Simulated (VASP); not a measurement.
# Ge (P6/mmm) in VASP: further runs, part 2 of 2

VASP 6.6.1.

## 4. Relaxation of cell and atoms, LDA, target pressure 25 GPa, at which the enthalpy is minimised

Contents of INCAR:

```
SYSTEM = Ge
  PREC = Accurate
  ENCUT = 600
  EDIFF = 1E-6
  ISMEAR = -1
  SIGMA = 0.05
  LREAL = .FALSE.
  LASPH = .TRUE.
  NELM = 80
  ALGO = Normal
  ISIF = 3
  LWAVE = .FALSE.
  LCHARG = .FALSE.
  IBRION = 2
  NSW = 32
  EDIFFG = -0.005
  PSTRESS = 250.0
```

Contents of KPOINTS:

```
regular mesh
0
G
  16 16 15
  0 0 0
```

Contents of POSCAR:

```
Ge
1.0
    2.6351671345      0.0000000000      0.0000000000
   -1.3175835672      2.2821216817      0.0000000000
    0.0000000000      0.0000000000      2.4550376755
Ge
1
Direct
    0.0000000000      0.0000000000      0.0000000000
```

Potentials or basis: VASP PAW LDA potentials, release 64 (Ge_d).

Launch:

```bash
$ cat potpaw_LDA.64/Ge_d/POTCAR > POTCAR
$ mpirun -np 1 vasp_std > vasp.out
```

OUTCAR:

```text
SYSTEM = Ge
   PREC = Accurate
   ENCUT = 600
   EDIFF = 1E-6
   ISMEAR = -1
   LREAL = .FALSE.
   LASPH = .TRUE.
   NELM = 80
   ISIF = 3
   IBRION = 2
   NSW = 32
   EDIFFG = -0.005
   PSTRESS = 250.0

 ion  position               nearest neighbor table
   1  0.000  0.000  0.000-

  LATTYP: Found a hexagonal cell.
 ALAT       =     2.6351671345
 C/A-ratio  =     0.9316440097

  Lattice vectors:

 A1 = (   2.6351671345,   0.0000000000,   0.0000000000)
 A2 = (  -1.3175835672,   2.2821216817,   0.0000000000)
 A3 = (   0.0000000000,   0.0000000000,   2.4550376755)

Analysis of symmetry for initial positions (statically):
=====================================================================
 Subroutine PRICEL returns:
 Original cell was already a primitive cell.

 Routine SETGRP: Setting up the symmetry group for a
 hexagonal supercell.

 Subroutine GETGRP returns: Found 24 space group operations
 (whereof 24 operations were pure point group operations)
 out of a pool of 24 trial point group operations.

The static configuration has the point symmetry D_6h.

Analysis of symmetry for dynamics (positions and initial velocities):
[... 271 lines left out ...]
 number of electron      14.0000003 magnetization

------------------------ aborting loop because EDIFF is reached ----------------------------------------
[... 69 lines left out ...]
--------------------------------------- Ionic step       15  -------------------------------------------

 number of electron      14.0000003 magnetization

 Free energy of the ion-electron system (eV)
  ---------------------------------------------------
  ext. energy  EPLUGINS =         0.00000000
  ---------------------------------------------------
  free energy    TOTEN  =        -4.78308603 eV

  energy without entropy =       -4.77945803  energy(sigma->0) =       -4.78127203

 E-fermi :   9.3671     XC(G=0): -12.8103

 val. band max:        9.3667755816   @ k =   0.3125   0.2500   0.3333
 cond. band min:       9.3982286997   @ k =   0.1875   0.1875   0.1333
 fundamental gap:      0.0314531181
 Fermi energy:         9.3671294214

 k-point     1 :       0.0000    0.0000    0.0000
  band No.  band energies     occupation
      1     -15.9079      2.00000
      2     -15.6883      2.00000
      3     -15.6883      2.00000
      4     -15.4124      2.00000
      5     -15.4124      2.00000
      6      -6.1608      2.00000
      7      17.5410      0.00000
      8      19.6565      0.00000
      9      19.6565      0.00000
     10      20.9308      0.00000
     11      25.1878      0.00000
[... 309 lines left out ...]
 k-point    24 :       0.2500    0.1875    0.0000
  band No.  band energies     occupation
      1     -15.8062      2.00000
      2     -15.6995      2.00000
      3     -15.5086      2.00000
      4     -15.4963      2.00000
      5     -15.4476      2.00000
      6      -1.9466      2.00000
      7       7.1286      2.00000
      8       9.6366      0.00908
      9      21.5420      0.00000
     10      24.8794      0.00000
     11      26.3103      0.00000

 [... further k-points ...]

------------------------ aborting loop because EDIFF is reached ----------------------------------------

  FORCE on cell =-STRESS in cart. coord.  units (eV):
  Direction    XX          YY          ZZ          XY          YZ          ZX
  --------------------------------------------------------------------------------------
  -------------------------------------------------------------------------------------
  Total        2.3105442      2.3105442      2.3123083      0.0000000     -0.0000000      0.0000000
  in kB      250.2103872    250.2103872    250.4014220      0.0000000     -0.0000000      0.0000000
  external PRESSURE =       0.2740655 kB  Pullay stress =     250.0000000 kB
[... 20 lines left out ...]
  energy  without entropy=       -4.7794580344  energy(sigma->0) =       -4.78127203

  enthalpy is  TOTEN    =        -2.4744846313 eV   P V=        2.3086013965

 reached required accuracy - stopping structural energy minimisation
```

CONTCAR:

```text
Ge
   1.00000000000000
     2.6370174008375118    0.0000000000164706   -0.0000000000000000
    -1.3185087003544571    2.2837240593467625   -0.0000000000000000
    -0.0000000000000000   -0.0000000000000000    2.4567609754227409
  Ge
     1
Direct
     0.0000000000000000    0.0000000000000000    0.0000000000000000

  0.00000000E+00  0.00000000E+00  0.00000000E+00
```

It took 80 s on 1 thread of Intel Xeon Platinum 8375C at 2.90GHz (Ice Lake), shared host; peak memory 0.17 GiB.

Results:

```
Free energy                                            : -4.7831 eV
Relaxed volume                                         : 14.80 Å³/atom
Relaxed cell                                           : a = 2.637 Å, b = 2.637 Å, c = 2.457 Å, α = 90.00°, β = 90.00°, γ = 120.00°
Space group after relaxing (to 0.05 Å)                 : P6/mmm (No. 191)
Energy change on relaxing (the enthalpy is what falls) : -4.9 meV/atom
Ionic steps                                            : 15
Pressure after relaxing                                : 25.0 GPa
Band gap on the k mesh                                 : zero (band 7 reaches 17.66 eV, above the bottom of band 8 at 5.35 eV)
```

Step by step:
| step | energy change (eV) | largest force (eV/Å) | pressure (GPa) | volume (Å³) |
| --- | --- | --- | --- | --- |
| 1 | 0.0000 | 0.0000 | 25.20 | 14.76 |
| 2 | -0.0063 | 0.0000 | 24.95 | 14.80 |
| 3 | -0.0057 | 0.0000 | 24.91 | 14.80 |
| 4 | -0.0039 | 0.0000 | 25.11 | 14.79 |
| 5 | -0.0049 | 0.0000 | 25.07 | 14.80 |
| 6 | -0.0052 | 0.0000 | 24.71 | 14.80 |
| 7 | -0.0050 | 0.0000 | 25.21 | 14.80 |
| 8 | -0.0051 | 0.0000 | 25.05 | 14.80 |
| 9 | -0.0056 | 0.0000 | 24.96 | 14.80 |
| 10 | -0.0054 | 0.0000 | 25.15 | 14.80 |
| 11 | -0.0056 | 0.0000 | 25.03 | 14.80 |
| 12 | -0.0056 | 0.0000 | 24.90 | 14.80 |
| 13 | -0.0056 | 0.0000 | 24.95 | 14.80 |
| 14 | -0.0056 | 0.0000 | 24.97 | 14.80 |
| 15 | -0.0049 | 0.0000 | 25.03 | 14.80 |

Final structure:
```xyz
1
Lattice="2.6370 0.0000 0.0000 -1.3185 2.2837 0.0000 0.0000 0.0000 2.4568" Properties=species:S:1:pos:R:3 pbc="T T T"
Ge    0.0000    0.0000    0.0000
```

Caveat: the cell is relaxed towards a set pressure, so the enthalpy falls and the energy may rise.

## 5. Relaxation of cell and atoms, LDA, target pressure 25 GPa, at which the enthalpy is minimised

This run uses another cell than the first one, of 15.01 Å³/atom, 1.017 times its volume.

Contents of INCAR:

```
PREC = Accurate ; ENCUT = 600
EDIFF = 1E-7 ; ISMEAR = -1
SIGMA = 0.05 ; LREAL = F
LASPH = T ; NELM = 80
ALGO = Normal ; ISIF = 3
LWAVE = F ; LCHARG = F
IBRION = 2 ; NSW = 60
EDIFFG = -0.005 ; PSTRESS = 250.0
```

Contents of KPOINTS:

```
regular mesh
0
Gamma
  16 16 15
```

Contents of POSCAR:

```
Ge
1.0
    2.6420693014      0.0000000000      0.0000000000
   -1.3210346507      2.2880991335      0.0000000000
    0.0000000000      0.0000000000      2.4835451433
Ge
1
Direct
    0.0000000000      0.0000000000      0.0000000000
```

Launch:

```bash
$ cat potpaw_LDA.64/Ge_d/POTCAR > POTCAR
$ mpirun -np 1 vasp_std > vasp.out
```

Wall time 82 s (1 thread of Intel Xeon Platinum 8375C at 2.90GHz (Ice Lake), shared host); peak memory 0.17 GiB.

It converged, with:

- Free energy: -4.7833 eV
- Relaxed volume: 14.80 Å³/atom
- Relaxed cell: a = 2.637 Å, b = 2.637 Å, c = 2.457 Å, α = 90.00°, β = 90.00°, γ = 120.00°
- Space group after relaxing (to 0.05 Å): P6/mmm (No. 191)
- Energy change on relaxing (the enthalpy is what falls): +31.2 meV/atom
- Ionic steps: 9
- Pressure after relaxing: 25.0 GPa
- Band gap on the k mesh: zero (band 7 reaches 17.66 eV, above the bottom of band 8 at 5.35 eV)

Step by step:
| step | energy change (eV) | largest force (eV/Å) | pressure (GPa) | volume (Å³) |
| --- | --- | --- | --- | --- |
| 1 | 0.0000 | 0.0000 | 22.28 | 15.01 |
| 2 | 0.0876 | 0.0000 | 29.06 | 14.47 |
| 3 | 0.0338 | 0.0000 | 25.28 | 14.78 |
| 4 | 0.0331 | 0.0000 | 25.12 | 14.78 |
| 5 | 0.0285 | 0.0000 | 24.75 | 14.81 |
| 6 | 0.0302 | 0.0000 | 24.91 | 14.80 |
| 7 | 0.0301 | 0.0000 | 24.85 | 14.80 |
| 8 | 0.0333 | 0.0000 | 25.14 | 14.78 |
| 9 | 0.0312 | 0.0000 | 24.95 | 14.80 |

Final structure:
```cif
data_structure
_symmetry_space_group_name_H-M 'P 1'
_symmetry_Int_Tables_number 1
_cell_length_a 2.6371
_cell_length_b 2.6371
_cell_length_c 2.4567
_cell_angle_alpha 90.000
_cell_angle_beta 90.000
_cell_angle_gamma 120.000
_cell_volume 14.80
loop_
_atom_site_label
_atom_site_type_symbol
_atom_site_fract_x
_atom_site_fract_y
_atom_site_fract_z
_atom_site_occupancy
Ge1 Ge 0.00000 0.00000 0.00000 1
```

Levels at points of the mesh, in eV from the Fermi level:
| k point | band 4 | band 5 | band 6 | band 7 | band 8 | band 9 | band 10 | band 11 |
| --- | --- | --- | --- | --- | --- | --- | --- | --- |
| (0.00, 0.00, 0.00) | -24.78 | -24.78 | -15.53 | 8.17 | 10.29 | 10.29 | 11.56 | 15.82 |
| (0.50, 0.00, 0.00) | -24.80 | -24.80 | -8.89 | -7.31 | 4.79 | 9.03 | 13.47 | 18.34 |

Caveat: the cell is relaxed towards a set pressure, so the enthalpy falls and the energy may rise.

## 6. The runs side by side

| task | cell | cutoff (eV) | gap on the mesh (eV) | pressure (GPa) |
| --- | --- | --- | --- | --- |
| single point | a = 2.635, b = 2.635, c = 2.455 Å, angles 90.0, 90.0, 120.0°, 1 atom | 520 | none | 25.2 |
| single point | a = 2.636, b = 2.636, c = 2.455 Å, angles 90.0, 90.0, 120.0°, 1 atom | 520 | none | 25.1 |
| relaxation of cell and atoms | relaxed to 25 GPa from a = 2.635, b = 2.635, c = 2.455 Å, angles 90.0, 90.0, 120.0°, 1 atom | 600 | none | 25.0 |
| relaxation of cell and atoms | relaxed to 25 GPa from a = 2.642, b = 2.642, c = 2.484 Å, angles 90.0, 90.0, 120.0°, 1 atom | 600 | none | 25.0 |

Alike in all rows: level LDA; potentials or basis VASP PAW LDA potentials, release 64 (Ge_d); no spin polarisation; k mesh 16 × 16 × 15; smearing fermi-dirac 0.05 eV.

Caveats: the cell is relaxed towards a set pressure, so the enthalpy falls and the energy may rise (some runs).

Total energies depend on the potentials used, so only differences within one code and one set of settings carry meaning.
